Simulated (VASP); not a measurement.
# MnHg (P4/mmm) in VASP: a series of runs, part 2 of 2

VASP 6.6.1.

### 3 Single point, r2SCAN

This run uses another cell than the first one, of 17.91 Å³/atom.

POSCAR reads:

```
MnHg
1.0
    3.2880000000      0.0000000000      0.0000000000
    0.0000000000      3.2880000000      0.0000000000
    0.0000000000      0.0000000000      3.3130000000
Mn Hg
1 1
Direct
    0.5000000000      0.5000000000      0.5000000000
    0.0000000000      0.0000000000      0.0000000000
```

INCAR.step1 reads:

```
SYSTEM = MnHg
ALGO     = Normal         ! electronic algorithm
EDIFF    = 1E-4           ! SCF threshold, eV
ENCUT    = 520            ! plane-wave cutoff, eV
GGA      = PE             ! functional
ISMEAR   = 0              ! smearing method
LASPH    = .True.         ! aspherical terms in the spheres
LCHARG   = .False.        ! write CHGCAR
LREAL    = .False.        ! projectors in reciprocal space
LWAVE    = .True.         ! write WAVECAR
NBANDS   = 20             ! bands
NELM     = 60             ! most SCF steps
PREC     = Accurate       ! precision mode
SIGMA    = 0.1            ! smearing width, eV
```

INCAR.step2 reads:

```
SYSTEM = MnHg
ALGO     = Normal         ! electronic algorithm
EDIFF    = 1E-6           ! SCF threshold, eV
ENCUT    = 520            ! plane-wave cutoff, eV
ISIF     = 2              ! what is computed and relaxed
ISMEAR   = 0              ! smearing method
ISTART   = 1            
LASPH    = .True.         ! aspherical terms in the spheres
LCHARG   = .False.        ! write CHGCAR
LMIXTAU  = .True.       
LREAL    = .False.        ! projectors in reciprocal space
LWAVE    = .False.        ! write WAVECAR
METAGGA  = R2SCAN         ! meta-GGA
NBANDS   = 20             ! bands
NELM     = 60             ! most SCF steps
PREC     = Accurate       ! precision mode
SIGMA    = 0.1            ! smearing width, eV
```

KPOINTS reads:

```
k-points
0
Gamma
  12 12 12
  0 0 0
```

Potentials or basis: VASP PAW PBE potentials, release 64 (Mn_pv, Hg).

Run with:

```
cat potpaw_PBE.64/Mn_pv/POTCAR potpaw_PBE.64/Hg/POTCAR > POTCAR
cp INCAR.step1 INCAR
mpirun -np 1 vasp_std > vasp.out
cp INCAR.step2 INCAR
mpirun -np 1 vasp_std > vasp.out
```

OUTCAR:

```text
SYSTEM = MnHg
   EDIFF = 1E-6
   ENCUT = 520
   ISIF = 2
   ISMEAR = 0
   ISTART = 1
   LASPH = .True.
   LREAL = .False.
   METAGGA = R2SCAN
   NELM = 60
   PREC = Accurate

 ion  position               nearest neighbor table
   1  0.500  0.500  0.500-   2 2.85   2 2.85   2 2.85   2 2.85   2 2.85   2 2.85   2 2.85   2 2.85

   2  0.000  0.000  0.000-   1 2.85   1 2.85   1 2.85   1 2.85   1 2.85   1 2.85   1 2.85   1 2.85

  LATTYP: Found a simple tetragonal cell.
 ALAT       =     3.2880000000
 C/A-ratio  =     1.0076034063
[... 743 lines left out ...]

  FORCE on cell =-STRESS in cart. coord.  units (eV):
  Direction    XX          YY          ZZ          XY          YZ          ZX
  --------------------------------------------------------------------------------------
  -------------------------------------------------------------------------------------
  Total       -3.8085579     -3.8085579     -3.8308370      0.0000000      0.0000000      0.0000000
  in kB     -170.3672395   -170.3672395   -171.3638479      0.0000000      0.0000000      0.0000000
  external PRESSURE =    -170.6994423 kB  Pullay stress =       0.0000000 kB

 VOLUME and BASIS-vectors are now :
 -----------------------------------------------------------------------------
  energy-cutoff  :      520.00
  volume of cell :       35.82
      direct lattice vectors                 reciprocal lattice vectors
     3.288000000  0.000000000  0.000000000     0.304136253  0.000000000  0.000000000
     0.000000000  3.288000000  0.000000000     0.000000000  0.304136253  0.000000000
     0.000000000  0.000000000  3.313000000     0.000000000  0.000000000  0.301841232

 POSITION                                       TOTAL-FORCE (eV/Angst)
 -----------------------------------------------------------------------------------
      1.64400      1.64400      1.65650         0.000000      0.000000      0.000000
      0.00000      0.00000      0.00000         0.000000      0.000000      0.000000
 -----------------------------------------------------------------------------------
    total drift:                                0.000000      0.000000     -0.000000

  FREE ENERGIE OF THE ION-ELECTRON SYSTEM (eV)
  ---------------------------------------------------
  free  energy   TOTEN  =       -61.3646395258 eV

  energy  without entropy=      -61.3415670125  energy(sigma->0) =      -61.35310327
```

OUTCAR.step1:

```text
SYSTEM = MnHg
   EDIFF = 1E-4
   ENCUT = 520
   GGA = PE
   ISMEAR = 0
   LASPH = .True.
   LREAL = .False.
[... 774 lines left out ...]
      1.64400      1.64400      1.65650         0.000000      0.000000      0.000000
      0.00000      0.00000      0.00000         0.000000      0.000000      0.000000
 -----------------------------------------------------------------------------------
    total drift:                                0.000000      0.000000     -0.000000

  FREE ENERGIE OF THE ION-ELECTRON SYSTEM (eV)
  ---------------------------------------------------
  free  energy   TOTEN  =        -7.0913628013 eV

  energy  without entropy=       -7.0669578079  energy(sigma->0) =       -7.07916030
```

Run time: 2.1 min. Hardware: 1 thread of Intel Xeon Platinum 8559C (Emerald Rapids), shared host; peak memory 0.26 GiB.

Results:

```yaml
Free_energy: -61.3646 eV
Pressure: -17.1 GPa
Band_gap_on_the_k_mesh: zero (an odd number of electrons rules out a gap without spin polarisation)
```

Stress tensor (GPa, compression positive):
```
-17.04   0.00   0.00
  0.00 -17.04   0.00
  0.00   0.00 -17.14
```

Levels at points of the mesh, in eV from the Fermi level:
```tsv
k point	band 11	band 12	band 13	band 14	band 15	band 16
(0.00, 0.00, 0.00)	-0.82	0.29	0.29	0.30	5.94	6.17
(0.50, 0.00, 0.00)	-1.18	-0.58	-0.54	0.10	0.75	11.34
(0.50, 0.50, 0.00)	-0.94	-0.55	0.19	0.19	0.43	2.50
(0.00, 0.00, 0.50)	-1.20	-0.54	-0.54	0.12	0.70	11.47
(0.50, 0.00, 0.50)	-0.97	-0.59	0.20	0.20	0.41	2.47
(0.50, 0.50, 0.50)	-2.00	0.44	0.45	1.10	5.54	5.54
```

Caveat: the cell stands under tension; the PAW data sets were made with another functional, which shifts forces and pressure a little; spin-orbit coupling is left out, which moves the levels of the heavy elements; the run has no spin polarisation, though such a crystal can be magnetic. Spin polarisation is off, so any magnetic state and its effect on volume and gap are missing.
